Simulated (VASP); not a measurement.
# SiO2 (P-4m2) in VASP: a series of runs

SiO2 is run at these levels: r2SCAN; tasks: single point.

Program: VASP 6.6.1. These are calculated values, not measurements. Logs are shortened: lines on timing, memory, paths and dates and some standing lists are left out, and cuts for length are marked.

## 1. The cell of the first run

Symmetry: P-4m2, No. 115, tetragonal system. Conventional cell: a = 6.734 Å, b = 6.734 Å, c = 5.951 Å, α = 90.00°, β = 90.00°, γ = 90.00°. Within 2.0 Å of Si (site symmetry m) lie 4 O at 1.54 to 1.59 Å. Within 2.1 Å of Si (site symmetry -4m2) lie 4 O at 1.59 Å. Within 2.1 Å of O (site symmetry m) lie 2 Si at 1.58 to 1.59 Å. Within 2.1 Å of O (site symmetry 2) lie 2 Si at 1.59 Å. O (site symmetry 2mm) has 2 Si at 1.54 Å within 2.0 Å.

## 2. Single point, r2SCAN (17.99 Å³/atom)

POSCAR

```
SiO2
1.0
    6.7343069504      0.0000000000      0.0000000000
    0.0000000000      6.7343069504      0.0000000000
    0.0000000000      0.0000000000      5.9509525532
Si O
5 10
Direct
    0.2724223712      0.0000000000      0.1185469614
    0.0000000000      0.7275776288      0.8814530386
    0.0000000000      0.2724223712      0.8814530386
    0.7275776288      0.0000000000      0.1185469614
    0.0000000000      0.0000000000      0.5000000000
    0.2081000938      0.0000000000      0.3737972651
    0.0000000000      0.7918999062      0.6262027349
    0.0000000000      0.2081000938      0.6262027349
    0.7918999062      0.0000000000      0.3737972651
    0.1974600341      0.1974600341      0.0000000000
    0.1974600341      0.8025399659      0.0000000000
    0.8025399659      0.1974600341      0.0000000000
    0.8025399659      0.8025399659      0.0000000000
    0.5000000000      0.0000000000      0.0994386730
    0.0000000000      0.5000000000      0.9005613270
```

INCAR.step1

```
SYSTEM = SiO2
PREC     = Accurate       ! precision mode
ENCUT    = 520            ! plane-wave cutoff, eV
ISMEAR   = 0              ! smearing method
SIGMA    = 0.02           ! smearing width, eV
LREAL    = Auto         
LASPH    = .True.         ! aspherical terms in the spheres
NELM     = 60             ! most SCF steps
NBANDS   = 53             ! bands
GGA      = PE             ! functional
ALGO     = Normal         ! electronic algorithm
EDIFF    = 1E-4           ! SCF threshold, eV
LWAVE    = .True.         ! write WAVECAR
LCHARG   = .False.        ! write CHGCAR
```

INCAR.step2

```
SYSTEM = SiO2
PREC     = Accurate       ! precision mode
ENCUT    = 520            ! plane-wave cutoff, eV
EDIFF    = 1E-6           ! SCF threshold, eV
ISMEAR   = 0              ! smearing method
SIGMA    = 0.02           ! smearing width, eV
LREAL    = Auto         
LASPH    = .True.         ! aspherical terms in the spheres
NELM     = 60             ! most SCF steps
ALGO     = Normal         ! electronic algorithm
ISIF     = 2              ! what is computed and relaxed
LWAVE    = .False.        ! write WAVECAR
LCHARG   = .False.        ! write CHGCAR
METAGGA  = R2SCAN         ! meta-GGA
LMIXTAU  = .True.       
NBANDS   = 53             ! bands
ISTART   = 1
```

KPOINTS

```
Automatic mesh
0
Gamma
  4 4 4
  0 0 0
```

Potentials or basis: VASP PAW PBE potentials, release 64 (Si, O).

Launch:

```sh
$ cat potpaw_PBE.64/Si/POTCAR potpaw_PBE.64/O/POTCAR > POTCAR
$ cp INCAR.step1 INCAR
$ mpirun -np 1 vasp_std > vasp.out
$ cp INCAR.step2 INCAR
$ mpirun -np 1 vasp_std > vasp.out
```

OUTCAR:

```text
SYSTEM = SiO2
   PREC = Accurate
   ENCUT = 520
   EDIFF = 1E-6
   ISMEAR = 0
   LREAL = Auto
   LASPH = .True.
   NELM = 60
   ISIF = 2
   METAGGA = R2SCAN
   ISTART = 1

 ion  position               nearest neighbor table
   1  0.272  0.000  0.119-  14 1.54   6 1.58  11 1.59  10 1.59   5 2.92   3 2.95   2 2.95   4 3.07

   2  0.000  0.728  0.881-  15 1.54   7 1.58  13 1.59  11 1.59   5 2.92   4 2.95   1 2.95   3 3.07

   3  0.000  0.272  0.881-  15 1.54   8 1.58  12 1.59  10 1.59   5 2.92   4 2.95   1 2.95   2 3.07

   4  0.728  0.000  0.119-  14 1.54   9 1.58  13 1.59  12 1.59   5 2.92   3 2.95   2 2.95   1 3.07

   5  0.000  0.000  0.500-   6 1.59   7 1.59   8 1.59   9 1.59   1 2.92   2 2.92   3 2.92   4 2.92

   6  0.208  0.000  0.374-   1 1.58   5 1.59
   7  0.000  0.792  0.626-   2 1.58   5 1.59
   8  0.000  0.208  0.626-   3 1.58   5 1.59
   9  0.792  0.000  0.374-   4 1.58   5 1.59
  10  0.197  0.197  0.000-   1 1.59   3 1.59
  11  0.197  0.803  0.000-   1 1.59   2 1.59
  12  0.803  0.197  0.000-   3 1.59   4 1.59
  13  0.803  0.803  0.000-   2 1.59   4 1.59
  14  0.500  0.000  0.099-   1 1.54   4 1.54
  15  0.000  0.500  0.901-   2 1.54   3 1.54

  LATTYP: Found a simple tetragonal cell.
 ALAT       =     6.7343069504
 C/A-ratio  =     0.8836770579

  Lattice vectors:

 A1 = (   6.7343069504,   0.0000000000,   0.0000000000)
 A2 = (   0.0000000000,   6.7343069504,   0.0000000000)
 A3 = (   0.0000000000,   0.0000000000,   5.9509525532)

Analysis of symmetry for initial positions (statically):
=====================================================================
 Subroutine PRICEL returns:
 Original cell was already a primitive cell.

 Routine SETGRP: Setting up the symmetry group for a
 simple tetragonal supercell.

 Subroutine GETGRP returns: Found  8 space group operations
 (whereof  8 operations were pure point group operations)
 out of a pool of 16 trial point group operations.

The static configuration has the point symmetry D_2d.

Analysis of symmetry for dynamics (positions and initial velocities):
=====================================================================
 Subroutine PRICEL returns:
 Original cell was already a primitive cell.

 Routine SETGRP: Setting up the symmetry group for a
 simple tetragonal supercell.

 Subroutine GETGRP returns: Found  8 space group operations
 (whereof  8 operations were pure point group operations)
 out of a pool of 16 trial point group operations.

The dynamic configuration has the point symmetry D_2d.

 Subroutine INISYM returns: Found  8 space group operations
 (whereof  8 operations are pure point group operations),
 and found     1 'primitive' translations

----------------------------------------------------------------------------------------

                                     Primitive cell

  volume of cell :     269.8810

  direct lattice vectors                    reciprocal lattice vectors
     6.734306950  0.000000000  0.000000000     0.148493380  0.000000000  0.000000000
     0.000000000  6.734306950  0.000000000     0.000000000  0.148493380  0.000000000
     0.000000000  0.000000000  5.950952553     0.000000000  0.000000000  0.168040325

  length of vectors
     6.734306950  6.734306950  5.950952553     0.148493380  0.148493380  0.168040325

  position of ions in fractional coordinates (direct lattice)
     0.272422371  0.000000000  0.118546961
     0.000000000  0.727577629  0.881453039
     0.000000000  0.272422371  0.881453039
     0.727577629  0.000000000  0.118546961
     0.000000000  0.000000000  0.500000000
     0.208100094  0.000000000  0.373797265
     0.000000000  0.791899906  0.626202735
     0.000000000  0.208100094  0.626202735
     0.791899906  0.000000000  0.373797265
     0.197460034  0.197460034  0.000000000
     0.197460034  0.802539966  0.000000000
     0.802539966  0.197460034  0.000000000
     0.802539966  0.802539966  0.000000000
     0.500000000  0.000000000  0.099438673
     0.000000000  0.500000000  0.900561327

  ion indices of the primitive-cell ions
   primitive index   ion index
                 1           1
                 2           2
                 3           3
                 4           4
                 5           5
                 6           6
                 7           7
                 8           8
                 9           9
                10          10
                11          11
                12          12
                13          13
                14          14
                15          15

----------------------------------------------------------------------------------------

 KPOINTS: Automatic mesh

Automatic generation of k-mesh.
 Grid dimensions read from file:
 generate k-points for:    4    4    4

 Generating k-lattice:

  Cartesian coordinates                     Fractional coordinates (reciprocal lattice)
     0.037123345  0.000000000  0.000000000     0.250000000  0.000000000  0.000000000
     0.000000000  0.037123345  0.000000000     0.000000000  0.250000000  0.000000000
     0.000000000  0.000000000  0.042010081     0.000000000  0.000000000  0.250000000

  Length of vectors
     0.037123345  0.037123345  0.042010081

  Shift w.r.t. Gamma in fractional coordinates (k-lattice)
     0.000000000  0.000000000  0.000000000

 Subroutine IBZKPT returns following result:
 ===========================================

 Found     18 irreducible k-points:

 Following reciprocal coordinates:
            Coordinates               Weight
  0.000000  0.000000  0.000000      1.000000
  0.250000  0.000000  0.000000      4.000000
  0.500000  0.000000  0.000000      2.000000
  0.250000  0.250000  0.000000      4.000000
  0.500000  0.250000  0.000000      4.000000
  0.500000  0.500000  0.000000      1.000000
[... 10 lines left out ...]
  0.500000  0.250000  0.500000      4.000000
  0.500000  0.500000  0.500000      1.000000
   k-points           NKPTS =     18   k-points in BZ     NKDIM =     18   number of bands    NBANDS=     53
   number of dos      NEDOS =    301   number of ions     NIONS =     15
   total plane-waves  NPLWV = 120000
   dimension x,y,z NGX =    50 NGY =   50 NGZ =   48
   dimension x,y,z NGXF=   100 NGYF=  100 NGZF=   96
   ions per type =               5  10
   NGX,Y,Z   is equivalent  to a cutoff of  12.34, 12.34, 13.41 a.u.
   NGXF,Y,Z  is equivalent  to a cutoff of  24.69, 24.69, 26.82 a.u.
 SYSTEM =  SiO2
   PREC   = accura    normal or accurate (medium, high low for compatibility)
   ISTART =      1    job   : 0-new  1-cont  2-samecut
   ICHARG =      0    charge: 1-file 2-atom 10-const
   ISPIN  =      1    spin polarized calculation?
   LNONCOLLINEAR =      F non collinear calculations
   LSORBIT =      F    spin-orbit coupling
   LASPH  =      T    aspherical Exc in radial PAW
   ENCUT  =  520.0 eV  38.22 Ry    6.18 a.u.  12.52 12.52 11.06*2*pi/ulx,y,z
   NELM   =     60;   NELMIN=  2; NELMDL=  0     # of ELM steps
   EDIFF  = 0.1E-05   stopping-criterion for ELM
   LREAL  =      T    real-space projection
   EDIFFG = 0.1E-04   stopping-criterion for IOM
   NSW    =      0    number of steps for IOM
   IBRION =     -1    ionic relax: 0-MD 1-quasi-New 2-CG
   NFREE  =      0    steps in history (QN), initial steepest desc. (CG)
   ISIF   =      2    stress and relaxation
   ISYM   =      2    0-nonsym 1-usesym 2-fastsym
   POTIM  = 0.5000    time-step for ionic-motion
   TEBEG  =    0.0;   TEEND  =   0.0 temperature during run
   PSTRESS=    0.0 pullay stress
   NELECT =      80.0000    total number of electrons
   NUPDOWN=      -1.0000    fix difference up-down
   EMIN   =  10.00;   EMAX   =-10.00  energy-range for DOS
   EFERMI =   0.00;   METHOD = LEGACY
   ISMEAR =     0;   SIGMA  =   0.02  broadening in eV -4-tet -1-fermi 0-gaus
   EFERMI_NEDOS =   21; number of points for ismear=-14 and -15
   IALGO  =     38    algorithm
   IMIX   =      4    mixing-type and parameters
     AMIX     =   0.40;   BMIX     =  1.00
     AMIX_MAG =   1.60;   BMIX_MAG =  1.00
  volume/ion in A,a.u.               =      17.99       121.42
  Fermi-wavevector in a.u.,A,eV,Ry     =   1.091559  2.062748 16.211369  1.191502
  Thomas-Fermi vector in A             =   2.227807
   LORBIT       =      0    0 simple, 1 ext, 2 COOP (PROOUT), +10 PAW based schemes
   METAGGA = R2SCAN    functional components
   LHFCALC =     F    Hartree Fock is set to
   AEXX    =    0.0000 exact exchange contribution
   IVDW    =     0    specifies the selected vdW correction
   LEPSILON=     F    determine dielectric tensor
   LRPA    =     F    only Hartree local field effects (RPA)
 non-spin polarized calculation
 Gauss-broadening in eV      SIGMA  =   0.02
  energy-cutoff  :      520.00
  volume of cell :      269.88
 maximum number of plane-waves:      7304
   NGX = 25   NGY = 25   NGZ = 23

 number of electron      79.9999958 magnetization

 Free energy of the ion-electron system (eV)
  ---------------------------------------------------
  ext. energy  EPLUGINS =         0.00000000
  ---------------------------------------------------
  free energy    TOTEN  =      -147.05223870 eV

  energy without entropy =     -147.05223870  energy(sigma->0) =     -147.05223870

 E-fermi :  -1.6892     XC(G=0):  -7.1292

 val. band max:       -1.8428065483   @ k =   0.5000   0.5000   0.0000
 cond. band min:       4.4299661729   @ k =   0.0000   0.0000   0.0000
 fundamental gap:      6.2727727212
 Fermi energy:        -1.6892410636

 k-point     1 :       0.0000    0.0000    0.0000
  band No.  band energies     occupation
      1     -22.9874      2.00000
      2     -21.6849      2.00000
      3     -21.6759      2.00000
      4     -21.6759      2.00000
      5     -21.6590      2.00000
      6     -20.7145      2.00000
[... 979 lines left out ...]
     51       9.1100      0.00000
     52       9.2135      0.00000
 [bands above 52 left out]

------------------------ aborting loop because EDIFF is reached ----------------------------------------

  FORCE on cell =-STRESS in cart. coord.  units (eV):
  Direction    XX          YY          ZZ          XY          YZ          ZX
  --------------------------------------------------------------------------------------
  -------------------------------------------------------------------------------------
  Total       20.9224046     20.9224046     21.0941560      0.0000000      0.0000000      0.0000000
  in kB      124.2080875    124.2080875    125.2277082      0.0000000      0.0000000      0.0000000
  external PRESSURE =     124.5479611 kB  Pullay stress =       0.0000000 kB

 VOLUME and BASIS-vectors are now :
 -----------------------------------------------------------------------------
  energy-cutoff  :      520.00
  volume of cell :      269.88
      direct lattice vectors                 reciprocal lattice vectors
     6.734306950  0.000000000  0.000000000     0.148493380  0.000000000  0.000000000
     0.000000000  6.734306950  0.000000000     0.000000000  0.148493380  0.000000000
     0.000000000  0.000000000  5.950952553     0.000000000  0.000000000  0.168040325

 POSITION                                       TOTAL-FORCE (eV/Angst)
 -----------------------------------------------------------------------------------
      1.83458      0.00000      0.70547         0.137325     -0.000000      0.006005
      0.00000      4.89973      5.24549         0.000000     -0.137325     -0.006005
      0.00000      1.83458      5.24549         0.000000      0.137325     -0.006005
      4.89973      0.00000      0.70547        -0.137325     -0.000000      0.006005
      0.00000      0.00000      2.97548         0.000000     -0.000000     -0.000000
      1.40141      0.00000      2.22445         0.001408     -0.000000     -0.004968
      0.00000      5.33290      3.72650         0.000000     -0.001408      0.004968
      0.00000      1.40141      3.72650         0.000000      0.001408      0.004968
      5.33290      0.00000      2.22445        -0.001408     -0.000000     -0.004968
      1.32976      1.32976      0.00000        -0.011404     -0.011404     -0.000000
      1.32976      5.40455      0.00000        -0.011404      0.011404     -0.000000
      5.40455      1.32976      0.00000         0.011404     -0.011404     -0.000000
      5.40455      5.40455      0.00000         0.011404      0.011404     -0.000000
      3.36715      0.00000      0.59175         0.000000     -0.000000      0.012148
      0.00000      3.36715      5.35920         0.000000     -0.000000     -0.012148
 -----------------------------------------------------------------------------------
    total drift:                               -0.000000     -0.000000     -0.000000

  FREE ENERGIE OF THE ION-ELECTRON SYSTEM (eV)
  ---------------------------------------------------
  free  energy   TOTEN  =      -147.0522386970 eV

  energy  without entropy=     -147.0522386970  energy(sigma->0) =     -147.05223870
```

Run time: 24 min. Hardware: 1 thread of Oxide Virtual Turin-like, shared host; peak memory 0.42 GiB.

What came out:

```
Free energy            : -147.0522 eV
Pressure               : 12.5 GPa
Largest force          : 0.137 eV/Å
Band gap on the k mesh : 6.27 eV (least direct gap 6.34 eV)
```

Forces in eV/Å, atoms in the order of the input:
```
Si   0.137  0.000  0.006
Si   0.000 -0.137 -0.006
Si   0.000  0.137 -0.006
Si  -0.137  0.000  0.006
Si   0.000  0.000  0.000
O    0.001  0.000 -0.005
O    0.000 -0.001  0.005
O    0.000  0.001  0.005
O   -0.001  0.000 -0.005
O   -0.011 -0.011  0.000
O   -0.011  0.011  0.000
O    0.011 -0.011  0.000
O    0.011  0.011  0.000
O    0.000  0.000  0.012
O    0.000  0.000 -0.012
```

Levels at points of the mesh, in eV from the valence-band top:
```tsv
k point	band 38	band 39	band 40	band 41	band 42	band 43
(0.00, 0.00, 0.00)	-1.08	-1.08	-0.06	6.27	9.06	9.41
(0.50, 0.00, 0.00)	-0.78	-0.69	-0.03	6.97	7.96	9.40
(0.50, 0.50, 0.00)	-0.68	-0.58	0.00	7.51	8.64	8.82
(0.00, 0.00, 0.50)	-0.94	-0.63	-0.63	7.40	7.96	9.28
(0.50, 0.00, 0.50)	-0.62	-0.57	-0.48	7.85	8.56	8.79
(0.50, 0.50, 0.50)	-0.48	-0.48	-0.43	8.10	8.93	9.15
```

Caveat: the cell stands under pressure; the PAW data sets were made with another functional, which shifts forces and pressure a little.

## 3. Single point, r2SCAN (18.61 Å³/atom)

This run uses another cell than the first one, of 18.61 Å³/atom.

POSCAR

```
SiO2
1.0
    6.7552873071      0.0000000000      0.0000000000
    0.0000000000      6.7552873071      0.0000000000
    0.0000000000      0.0000000000      6.1156605801
Si O
5 10
Direct
    0.2710537069      0.0000000000      0.1191426280
    0.0000000000      0.7289462931      0.8808573720
    0.0000000000      0.2710537069      0.8808573720
    0.7289462931      0.0000000000      0.1191426280
    0.0000000000      0.0000000000      0.5000000000
    0.2025466224      0.0000000000      0.3672046908
    0.0000000000      0.7974533776      0.6327953092
    0.0000000000      0.2025466224      0.6327953092
    0.7974533776      0.0000000000      0.3672046908
    0.1963445454      0.1963445454      0.0000000000
    0.1963445454      0.8036554546      0.0000000000
    0.8036554546      0.1963445454      0.0000000000
    0.8036554546      0.8036554546      0.0000000000
    0.5000000000      0.0000000000      0.1105787415
    0.0000000000      0.5000000000      0.8894212585
```

INCAR.step1

```
SYSTEM = SiO2
ALGO = Normal
EDIFF = 1E-4
ENCUT = 520
GGA = PE
ISMEAR = 0
LASPH = .True.
LCHARG = .False.
LREAL = Auto
LWAVE = .True.
NBANDS = 53
NELM = 80
PREC = Accurate
SIGMA = 0.02
```

INCAR.step2

```
SYSTEM = SiO2
ALGO = Normal
EDIFF = 1E-6
ENCUT = 520
ISIF = 2
ISMEAR = 0
ISTART = 1
LASPH = .True.
LCHARG = .False.
LMIXTAU = .True.
LREAL = Auto
LWAVE = .False.
METAGGA = R2SCAN
NBANDS = 53
NELM = 80
PREC = Accurate
SIGMA = 0.02
```

KPOINTS

```
k-points
0
Gamma
  4 4 4
  0 0 0
```

Potentials or basis: VASP PAW PBE potentials, release 64 (Si, O).

Launch:

```sh
$ cat potpaw_PBE.64/Si/POTCAR potpaw_PBE.64/O/POTCAR > POTCAR
$ cp INCAR.step1 INCAR
$ mpirun -np 1 vasp_std > vasp.out
$ cp INCAR.step2 INCAR
$ mpirun -np 1 vasp_std > vasp.out
```

Wall time 19 min (1 thread of Oxide Virtual Turin-like, shared host); peak memory 0.42 GiB.

Results (log left out):

```
Free energy            : -147.6932 eV
Pressure               : 9.4 GPa
Largest force          : 0.135 eV/Å
Band gap on the k mesh : 6.41 eV (least direct gap 6.47 eV)
```

Forces in eV/Å, atoms in the order of the input:
```
Si   0.135  0.000  0.008
Si   0.000 -0.135 -0.008
Si   0.000  0.135 -0.008
Si  -0.135  0.000  0.008
Si   0.000  0.000  0.000
O   -0.015  0.000  0.005
O    0.000  0.015 -0.005
O    0.000 -0.015 -0.005
O    0.015  0.000  0.005
O   -0.013 -0.013  0.000
O   -0.013  0.013  0.000
O    0.013 -0.013  0.000
O    0.013  0.013  0.000
O    0.000  0.000  0.006
O    0.000  0.000 -0.006
```

Levels at points of the mesh, in eV from the valence-band top:
```
           k point  band 36  band 37  band 38  band 39  band 40  band 41  band 42  band 43  band 44  band 45
(0.00, 0.00, 0.00)    -1.21    -1.13    -0.97    -0.97    -0.06     6.41     9.21     9.73    10.10    10.17
(0.50, 0.00, 0.00)    -1.11    -1.11    -0.72    -0.56    -0.03     7.17     7.98     9.52    10.06    10.17
(0.50, 0.50, 0.00)    -1.39    -0.56    -0.56    -0.52     0.00     7.79     8.68     8.78     8.78    10.16
(0.00, 0.00, 0.50)    -1.09    -1.03    -0.83    -0.58    -0.58     7.55     8.01     9.24     9.56    10.48
(0.50, 0.00, 0.50)    -1.14    -0.87    -0.58    -0.52    -0.37     8.12     8.73     8.77     9.08     9.58
(0.50, 0.50, 0.50)    -1.15    -0.69    -0.38    -0.37    -0.37     8.42     9.18     9.24     9.49     9.49
```

Caveat: the cell stands under pressure; the PAW data sets were made with another functional, which shifts forces and pressure a little.
